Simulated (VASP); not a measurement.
# Sc5Al (P-62m) in VASP: further runs

Runs on Sc5Al. Level: PBE. Tasks: single point.

Everything below comes from runs of VASP 6.6.1. Logs are shortened: lines on timing, memory, paths and dates and some standing lists are left out, and cuts for length are marked.

## Step 1: The cell of the first run

Symmetry: P-62m, No. 189, hexagonal system. The conventional cell has a = 5.468 Å, b = 5.468 Å, c = 4.978 Å, α = 90.00°, β = 90.00°, γ = 120.00°. Within 3.9 Å of Sc (site symmetry m2m) lie 10 Sc at 2.98 to 3.25 Å and 2 Al at 3.03 Å. Within 4.1 Å of Sc (site symmetry -6) lie 9 Sc at 3.12 to 3.16 Å and 3 Al at 3.16 Å. Al (site symmetry -62m) has 12 Sc at 3.03 to 3.16 Å within 4.0 Å.

## Step 2: Single point, PBE (21.48 Å³/atom)

INCAR

```
SYSTEM = Sc5Al
PREC = Accurate ; ENCUT = 520
EDIFF = 1E-6 ; ISMEAR = 0
SIGMA = 0.1 ; LREAL = .False.
LASPH = .True. ; NELM = 80
ALGO = Fast ; ISIF = 2
LWAVE = .False. ; LCHARG = .False.
GGA = PE ; NBANDS = 38
```

KPOINTS

```
Automatic mesh
0
Gamma
  12 12 8
  0 0 0
```

POSCAR

```
Sc5Al
1.0
    5.4681770403      0.0000000000      0.0000000000
   -2.7340885201      4.7355802293      0.0000000000
    0.0000000000      0.0000000000      4.9775502760
Sc Al
5 1
Direct
    0.0000000000      0.6852422437      0.0000000000
    0.6852422437      0.0000000000      0.0000000000
    0.3147577563      0.3147577563      0.0000000000
    0.3333333333      0.6666666667      0.5000000000
    0.6666666667      0.3333333333      0.5000000000
    0.0000000000      0.0000000000      0.5000000000
```

Potentials or basis: VASP PAW PBE potentials, release 64 (Sc_sv, Al).

On the command line:

```
$ cat potpaw_PBE.64/Sc_sv/POTCAR potpaw_PBE.64/Al/POTCAR > POTCAR
$ mpirun -np 1 vasp_std > vasp.out
```

OUTCAR:

```text
SYSTEM = Sc5Al
   PREC = Accurate
   ENCUT = 520
   EDIFF = 1E-6
   ISMEAR = 0
   LREAL = .False.
   LASPH = .True.
   NELM = 80
   ISIF = 2
   GGA = PE

 ion  position               nearest neighbor table
   1  0.000  0.685  0.000-   2 2.98   3 2.98   6 3.03   6 3.03   4 3.12   4 3.12   5 3.12   5 3.12
                             3 3.25   2 3.25   2 3.25   3 3.25
   2  0.685  0.000  0.000-   1 2.98   3 2.98   6 3.03   6 3.03   5 3.12   5 3.12   4 3.12   4 3.12
                             3 3.25   1 3.25   3 3.25   1 3.25
   3  0.315  0.315  0.000-   1 2.98   2 2.98   6 3.03   6 3.03   4 3.12   4 3.12   5 3.12   5 3.12
                             1 3.25   2 3.25   2 3.25   1 3.25
   4  0.333  0.667  0.500-   1 3.12   1 3.12   2 3.12   2 3.12   3 3.12   3 3.12   6 3.16   5 3.16
                             5 3.16   6 3.16   6 3.16   5 3.16
   5  0.667  0.333  0.500-   2 3.12   2 3.12   1 3.12   1 3.12   3 3.12   3 3.12   6 3.16   4 3.16
                             4 3.16   6 3.16   6 3.16   4 3.16
   6  0.000  0.000  0.500-   1 3.03   1 3.03   2 3.03   2 3.03   3 3.03   3 3.03   5 3.16   4 3.16
                             4 3.16   5 3.16   5 3.16   4 3.16

  LATTYP: Found a hexagonal cell.
 ALAT       =     5.4681770403
 C/A-ratio  =     0.9102759913

  Lattice vectors:

 A1 = (   5.4681770403,   0.0000000000,   0.0000000000)
 A2 = (  -2.7340885201,   4.7355802293,   0.0000000000)
 A3 = (   0.0000000000,   0.0000000000,   4.9775502760)

Analysis of symmetry for initial positions (statically):
=====================================================================
 Subroutine PRICEL returns:
 Original cell was already a primitive cell.

 Routine SETGRP: Setting up the symmetry group for a
 hexagonal supercell.

 Subroutine GETGRP returns: Found 12 space group operations
 (whereof 12 operations were pure point group operations)
 out of a pool of 24 trial point group operations.

The static configuration has the point symmetry D_3h.

Analysis of symmetry for dynamics (positions and initial velocities):
=====================================================================
 Subroutine PRICEL returns:
 Original cell was already a primitive cell.

 Routine SETGRP: Setting up the symmetry group for a
 hexagonal supercell.

 Subroutine GETGRP returns: Found 12 space group operations
 (whereof 12 operations were pure point group operations)
 out of a pool of 24 trial point group operations.

The dynamic configuration has the point symmetry D_3h.

 Subroutine INISYM returns: Found 12 space group operations
 (whereof 12 operations are pure point group operations),
 and found     1 'primitive' translations

----------------------------------------------------------------------------------------

                                     Primitive cell

  volume of cell :     128.8936

  direct lattice vectors                    reciprocal lattice vectors
     5.468177040  0.000000000  0.000000000     0.182876303  0.105583683  0.000000000
    -2.734088520  4.735580229  0.000000000     0.000000000  0.211167365  0.000000000
     0.000000000  0.000000000  4.977550276     0.000000000  0.000000000  0.200902039

  length of vectors
     5.468177040  5.468177040  4.977550276     0.211167365  0.211167365  0.200902039

  position of ions in fractional coordinates (direct lattice)
     0.000000000  0.685242244  0.000000000
     0.685242244  0.000000000  0.000000000
     0.314757756  0.314757756  0.000000000
     0.333333333  0.666666667  0.500000000
     0.666666667  0.333333333  0.500000000
     0.000000000  0.000000000  0.500000000

  ion indices of the primitive-cell ions
   primitive index   ion index
                 1           1
                 2           2
                 3           3
                 4           4
                 5           5
                 6           6

----------------------------------------------------------------------------------------

 KPOINTS: Automatic mesh

Automatic generation of k-mesh.
 Grid dimensions read from file:
 generate k-points for:   12   12    8

 Generating k-lattice:

  Cartesian coordinates                     Fractional coordinates (reciprocal lattice)
     0.015239692  0.008798640  0.000000000     0.083333333  0.000000000  0.000000000
     0.000000000  0.017597280  0.000000000     0.000000000  0.083333333  0.000000000
     0.000000000  0.000000000  0.025112755     0.000000000  0.000000000  0.125000000

  Length of vectors
     0.017597280  0.017597280  0.025112755

  Shift w.r.t. Gamma in fractional coordinates (k-lattice)
     0.000000000  0.000000000  0.000000000

 Subroutine IBZKPT returns following result:
 ===========================================

 Found     95 irreducible k-points:

 Following reciprocal coordinates:
            Coordinates               Weight
  0.000000  0.000000  0.000000      1.000000
  0.083333 -0.000000  0.000000      6.000000
  0.166667 -0.000000  0.000000      6.000000
  0.250000 -0.000000  0.000000      6.000000
  0.333333 -0.000000  0.000000      6.000000
  0.416667  0.000000  0.000000      6.000000
[... 16 lines left out ...]
  0.250000 -0.000000  0.125000     12.000000
  0.333333 -0.000000  0.125000     12.000000
 [... further k-points ...]
   k-points           NKPTS =     95   k-points in BZ     NKDIM =     95   number of bands    NBANDS=     38
   number of dos      NEDOS =    301   number of ions     NIONS =      6
   total plane-waves  NPLWV =  70560
   dimension x,y,z NGX =    42 NGY =   42 NGZ =   40
   dimension x,y,z NGXF=    84 NGYF=   84 NGZF=   80
   ions per type =               5   1
   NGX,Y,Z   is equivalent  to a cutoff of  12.77, 12.77, 13.36 a.u.
   NGXF,Y,Z  is equivalent  to a cutoff of  25.54, 25.54, 26.72 a.u.
 SYSTEM =  Sc5Al
   PREC   = accura    normal or accurate (medium, high low for compatibility)
   ISTART =      0    job   : 0-new  1-cont  2-samecut
   ICHARG =      2    charge: 1-file 2-atom 10-const
   ISPIN  =      1    spin polarized calculation?
   LNONCOLLINEAR =      F non collinear calculations
   LSORBIT =      F    spin-orbit coupling
   LASPH  =      T    aspherical Exc in radial PAW
   ENCUT  =  520.0 eV  38.22 Ry    6.18 a.u.  10.17 10.17  9.25*2*pi/ulx,y,z
   NELM   =     80;   NELMIN=  2; NELMDL= -5     # of ELM steps
   EDIFF  = 0.1E-05   stopping-criterion for ELM
   LREAL  =      F    real-space projection
   EDIFFG = 0.1E-04   stopping-criterion for IOM
   NSW    =      0    number of steps for IOM
   IBRION =     -1    ionic relax: 0-MD 1-quasi-New 2-CG
   NFREE  =      0    steps in history (QN), initial steepest desc. (CG)
   ISIF   =      2    stress and relaxation
   ISYM   =      2    0-nonsym 1-usesym 2-fastsym
   POTIM  = 0.5000    time-step for ionic-motion
   TEBEG  =    0.0;   TEEND  =   0.0 temperature during run
   PSTRESS=    0.0 pullay stress
   NELECT =      58.0000    total number of electrons
   NUPDOWN=      -1.0000    fix difference up-down
   EMIN   =  10.00;   EMAX   =-10.00  energy-range for DOS
   EFERMI =   0.00;   METHOD = LEGACY
   ISMEAR =     0;   SIGMA  =   0.10  broadening in eV -4-tet -1-fermi 0-gaus
   EFERMI_NEDOS =   21; number of points for ismear=-14 and -15
   IALGO  =     68    algorithm
   IMIX   =      4    mixing-type and parameters
     AMIX     =   0.40;   BMIX     =  1.00
     AMIX_MAG =   1.60;   BMIX_MAG =  1.00
  volume/ion in A,a.u.               =      21.48       144.97
  Fermi-wavevector in a.u.,A,eV,Ry     =   1.254509  2.370678 21.412742  1.573792
  Thomas-Fermi vector in A             =   2.388310
   LORBIT       =      0    0 simple, 1 ext, 2 COOP (PROOUT), +10 PAW based schemes
   GGA     = PE    functional components
   LHFCALC =     F    Hartree Fock is set to
   AEXX    =    0.0000 exact exchange contribution
   IVDW    =     0    specifies the selected vdW correction
   LEPSILON=     F    determine dielectric tensor
   LRPA    =     F    only Hartree local field effects (RPA)
 non-spin polarized calculation
 RMM-DIIS sequential band-by-band and
 Gauss-broadening in eV      SIGMA  =   0.10
  energy-cutoff  :      520.00
  volume of cell :      128.89
 maximum number of plane-waves:      3505
 NGX is ok and might be reduce to    42
   NGX = 21   NGY = 21   NGZ = 19

 number of electron      58.0000007 magnetization

 Free energy of the ion-electron system (eV)
  ---------------------------------------------------
  ext. energy  EPLUGINS =         0.00000000
  ---------------------------------------------------
  free energy    TOTEN  =       -35.56275090 eV

  energy without entropy =      -35.51243587  energy(sigma->0) =      -35.53759339

 E-fermi :   4.5903     XC(G=0): -10.2457

 val. band max:        4.5899548714   @ k =   0.4167   0.0000   0.0000
 cond. band min:       4.5918375171   @ k =   0.3333   0.0833   0.1250
 fundamental gap:      0.0018826457
 Fermi energy:         4.5902750673

 k-point     1 :       0.0000    0.0000    0.0000
  band No.  band energies     occupation
      1     -44.6192      2.00000
      2     -44.5517      2.00000
      3     -44.5132      2.00000
      4     -44.4591      2.00000
      5     -44.4591      2.00000
      6     -23.4848      2.00000
[... 30 lines left out ...]
     37       6.5421      0.00000
     38       6.8280      0.00000

 k-point     2 :       0.0833   -0.0000    0.0000
  band No.  band energies     occupation
      1     -44.6180      2.00000
      2     -44.5526      2.00000
      3     -44.5126      2.00000
      4     -44.4597      2.00000
      5     -44.4593      2.00000
      6     -23.4814      2.00000
[... 30 lines left out ...]
     37       6.5478      0.00000
     38       6.7852      0.00000
[... 859 lines left out ...]
     37       6.4845      0.00000
     38       6.7444      0.00000

 k-point    24 :       0.3333   -0.0000    0.1250
  band No.  band energies     occupation
      1     -44.6006      2.00000
      2     -44.5648      2.00000
      3     -44.5079      2.00000
      4     -44.4674      2.00000
      5     -44.4618      2.00000
      6     -23.4477      2.00000
[... 30 lines left out ...]
     37       6.5801      0.00000
     38       6.6914      0.00000

 [... further k-points ...]

------------------------ aborting loop because EDIFF is reached ----------------------------------------

  FORCE on cell =-STRESS in cart. coord.  units (eV):
  Direction    XX          YY          ZZ          XY          YZ          ZX
  --------------------------------------------------------------------------------------
  -------------------------------------------------------------------------------------
  Total        3.2768092      3.2768092      3.3021694      0.0000000      0.0000000      0.0000000
  in kB       40.7314922     40.7314922     41.0467250      0.0000000      0.0000000      0.0000000
  external PRESSURE =      40.8365698 kB  Pullay stress =       0.0000000 kB

 VOLUME and BASIS-vectors are now :
 -----------------------------------------------------------------------------
  energy-cutoff  :      520.00
  volume of cell :      128.89
      direct lattice vectors                 reciprocal lattice vectors
     5.468177040  0.000000000  0.000000000     0.182876303  0.105583683  0.000000000
    -2.734088520  4.735580229  0.000000000     0.000000000  0.211167365  0.000000000
     0.000000000  0.000000000  4.977550276     0.000000000  0.000000000  0.200902039

 POSITION                                       TOTAL-FORCE (eV/Angst)
 -----------------------------------------------------------------------------------
     -1.87351      3.24502      0.00000         0.003522     -0.006100     -0.000000
      3.74703      0.00000      0.00000        -0.007043     -0.000000      0.000000
      0.86058      1.49056      0.00000         0.003522      0.006100      0.000000
     -0.00000      3.15705      2.48878         0.000000      0.000000      0.000000
      2.73409      1.57853      2.48878         0.000000     -0.000000      0.000000
      0.00000      0.00000      2.48878         0.000000     -0.000000      0.000000
 -----------------------------------------------------------------------------------
    total drift:                                0.000000      0.000000      0.000000

  FREE ENERGIE OF THE ION-ELECTRON SYSTEM (eV)
  ---------------------------------------------------
  free  energy   TOTEN  =       -35.5627509044 eV

  energy  without entropy=      -35.5124358694  energy(sigma->0) =      -35.53759339
```

It took 14 min on 1 thread of Intel Xeon 8259CL, shared host; peak memory 0.5 GiB.

Results:

```yaml
Free_energy: -35.5628 eV
Pressure: 4.1 GPa
Largest_force: 0.007 eV/Å
Band_gap_on_the_k_mesh: zero (bands 29 and 30 overlap by 0.54 eV)
```

Forces in eV/Å, atoms in the order of the input:
```
Sc   0.004 -0.006  0.000
Sc  -0.007  0.000  0.000
Sc   0.004  0.006  0.000
Sc   0.000  0.000  0.000
Sc   0.000  0.000  0.000
Al   0.000  0.000  0.000
```

Caveat: the cell stands under pressure.

## Step 3: Single point, PBE (22.17 Å³/atom)

This run uses another cell than the first one, of 22.17 Å³/atom.

INCAR

```
PREC = Accurate
ENCUT = 520
EDIFF = 1E-7
ISMEAR = 0
SIGMA = 0.1
LREAL = False
LASPH = True
NELM = 80
ALGO = Fast
ISIF = 2
LWAVE = False
LCHARG = False
GGA = PE
NBANDS = 38
```

KPOINTS

```
regular mesh
0
Gamma
  12 12 8
```

POSCAR

```
Sc5Al
1.0
    5.5310530721      0.0000000000      0.0000000000
   -2.7655265361      4.7900324701      0.0000000000
    0.0000000000      0.0000000000      5.0202924692
Sc Al
5 1
Direct
    0.0000000000      0.6852243895      0.0000000000
    0.6852243895      0.0000000000      0.0000000000
    0.3147756105      0.3147756105      0.0000000000
    0.3333333333      0.6666666667      0.5000000000
    0.6666666667      0.3333333333      0.5000000000
    0.0000000000      0.0000000000      0.5000000000
```

Potentials or basis: VASP PAW PBE potentials, release 64 (Sc_sv, Al).

On the command line:

```
$ cat potpaw_PBE.64/Sc_sv/POTCAR potpaw_PBE.64/Al/POTCAR > POTCAR
$ mpirun -np 1 vasp_std > vasp.out
```

It took 15 min on 1 thread of Intel Xeon 8259CL, shared host; peak memory 0.51 GiB.

Results (log left out):

```yaml
Free_energy: -35.6410 eV
Pressure: 1.9 GPa
Largest_force: 0.009 eV/Å
Band_gap_on_the_k_mesh: zero (bands 29 and 30 overlap by 0.55 eV)
```

Forces on the atoms (eV/Å):
```
Sc   0.005 -0.008  0.000
Sc  -0.009  0.000  0.000
Sc   0.005  0.008  0.000
Sc   0.000  0.000  0.000
Sc   0.000  0.000  0.000
Al   0.000  0.000  0.000
```

Levels at points of the mesh, in eV from the Fermi level:
| k point | band 25 | band 26 | band 27 | band 28 | band 29 | band 30 | band 31 | band 32 | band 33 | band 34 |
| --- | --- | --- | --- | --- | --- | --- | --- | --- | --- | --- |
| (0.00, 0.00, 0.00) | -0.79 | -0.67 | -0.50 | -0.38 | -0.38 | -0.23 | -0.23 | 0.84 | 1.40 | 1.66 |
| (0.50, 0.00, 0.00) | -1.34 | -0.82 | -0.63 | -0.38 | -0.03 | 0.01 | 0.06 | 0.73 | 0.94 | 1.31 |
| (0.00, 0.00, 0.50) | -0.82 | -0.33 | -0.33 | -0.23 | 0.13 | 0.40 | 0.40 | 0.40 | 0.50 | 0.50 |
| (0.50, 0.00, 0.50) | -1.57 | -1.37 | -0.45 | 0.01 | 0.21 | 0.36 | 0.50 | 0.80 | 0.89 | 1.09 |

## Step 4: Single point, PBE

This run uses another cell than the first one, of 22.85 Å³/atom.

INCAR

```
SYSTEM = Sc5Al
ALGO = Fast ; EDIFF = 1E-6
ENCUT = 520 ; GGA = PE
ISIF = 2 ; ISMEAR = 0
LASPH = .TRUE. ; LCHARG = .FALSE.
LREAL = .FALSE. ; LWAVE = .FALSE.
NBANDS = 38 ; NELM = 100
PREC = Accurate ; SIGMA = 0.1
```

KPOINTS

```
k-points
0
G
  12 12 8
  0 0 0
```

POSCAR

```
Sc5Al
1.0
    5.5912329905      0.0000000000      0.0000000000
   -2.7956164952      4.8421498082      0.0000000000
    0.0000000000      0.0000000000      5.0647470000
Sc Al
5 1
Direct
    0.0000000000      0.6850360000      0.0000000000
    0.6850360000      0.0000000000      0.0000000000
    0.3149640000      0.3149640000      0.0000000000
    0.3333333333      0.6666666667      0.5000000000
    0.6666666667      0.3333333333      0.5000000000
    0.0000000000      0.0000000000      0.5000000000
```

Potentials or basis: VASP PAW PBE potentials, release 64 (Sc_sv, Al).

On the command line:

```
$ cat potpaw_PBE.64/Sc_sv/POTCAR potpaw_PBE.64/Al/POTCAR > POTCAR
$ mpirun -np 1 vasp_std > vasp.out
```

OUTCAR:

```text
SYSTEM = Sc5Al
   EDIFF = 1E-6
   ENCUT = 520
   GGA = PE
   ISIF = 2
   ISMEAR = 0
   LASPH = .TRUE.
   LREAL = .FALSE.
   NELM = 100
   PREC = Accurate

 ion  position               nearest neighbor table
   1  0.000  0.685  0.000-   3 3.05   2 3.05   6 3.08   6 3.08   4 3.18   4 3.18   5 3.18   5 3.18
                             2 3.32   3 3.32   3 3.32   2 3.32
   2  0.685  0.000  0.000-   1 3.05   3 3.05   6 3.08   6 3.08   5 3.18   5 3.18   4 3.18   4 3.18
[... 1202 lines left out ...]
  -------------------------------------------------------------------------------------
  Total        0.0355799      0.0355799      0.0155869      0.0000000      0.0000000      0.0000000
  in kB        0.4157299      0.4157299      0.1821233      0.0000000      0.0000000      0.0000000
  external PRESSURE =       0.3378611 kB  Pullay stress =       0.0000000 kB

 VOLUME and BASIS-vectors are now :
 -----------------------------------------------------------------------------
  energy-cutoff  :      520.00
  volume of cell :      137.12
      direct lattice vectors                 reciprocal lattice vectors
     5.591232990  0.000000000  0.000000000     0.178851427  0.103259920  0.000000000
    -2.795616495  4.842149808  0.000000000     0.000000000  0.206519839  0.000000000
     0.000000000  0.000000000  5.064747000     0.000000000  0.000000000  0.197443229

 POSITION                                       TOTAL-FORCE (eV/Angst)
 -----------------------------------------------------------------------------------
     -1.91510      3.31705      0.00000         0.000757     -0.001311     -0.000000
      3.83020      0.00000      0.00000        -0.001514      0.000000      0.000000
      0.88052      1.52510      0.00000         0.000757      0.001311     -0.000000
     -0.00000      3.22810      2.53237        -0.000000      0.000000      0.000000
      2.79562      1.61405      2.53237        -0.000000      0.000000      0.000000
      0.00000      0.00000      2.53237        -0.000000      0.000000      0.000000
 -----------------------------------------------------------------------------------
    total drift:                               -0.000000     -0.000000      0.000000

  FREE ENERGIE OF THE ION-ELECTRON SYSTEM (eV)
  ---------------------------------------------------
  free  energy   TOTEN  =       -35.6672138732 eV

  energy  without entropy=      -35.6149293901  energy(sigma->0) =      -35.64107163
```

stdout:

```text
POSCAR found type information on POSCAR ScAl
 POSCAR found :  2 types and       6 ions
 scaLAPACK will be used
 LDA part: xc-table for (Slater+PW92), standard interpolation
 POSCAR, INCAR and KPOINTS ok, starting setup
 FFT: planning ... GRIDC
 FFT: planning ... GRID_SOFT
 FFT: planning ... GRID
 WAVECAR not read
 entering main loop
```

It took 9.3 min on 1 thread of Intel Xeon 8259CL, shared host; peak memory 0.51 GiB.

What came out:

```
Free energy            : -35.6672 eV
Pressure               : 0.0 GPa
Band gap on the k mesh : zero (bands 29 and 30 overlap by 0.56 eV)
```

## Step 5: Summary

```tsv
cell	further INCAR settings	gap on the mesh (eV)	pressure (GPa)	largest force (eV/Å)
a = 5.468, b = 5.468, c = 4.978 Å, angles 90.0, 90.0, 120.0°, 6 atoms, atomic positions A	ALGO = Fast; EDIFF = 1e-06; NBANDS = 38	none	4.1	0.01
a = 5.531, b = 5.531, c = 5.020 Å, angles 90.0, 90.0, 120.0°, 6 atoms, atomic positions A	ALGO = Fast; EDIFF = 1e-07; NBANDS = 38	none	1.9	0.01
a = 5.591, b = 5.591, c = 5.065 Å, angles 90.0, 90.0, 120.0°, 6 atoms, atomic positions B	ALGO = Fast; EDIFF = 1e-06; NBANDS = 38	none	0.0	-
```

Alike in all rows: task single point; level PBE; potentials or basis VASP PAW PBE potentials, release 64 (Sc_sv, Al); no spin polarisation; k mesh 12 × 12 × 8; cutoff (eV) 520; smearing gaussian 0.1 eV.

Caveats: the cell stands under pressure (at least some runs).

Absolute energies hang on the potentials; compare differences alone.
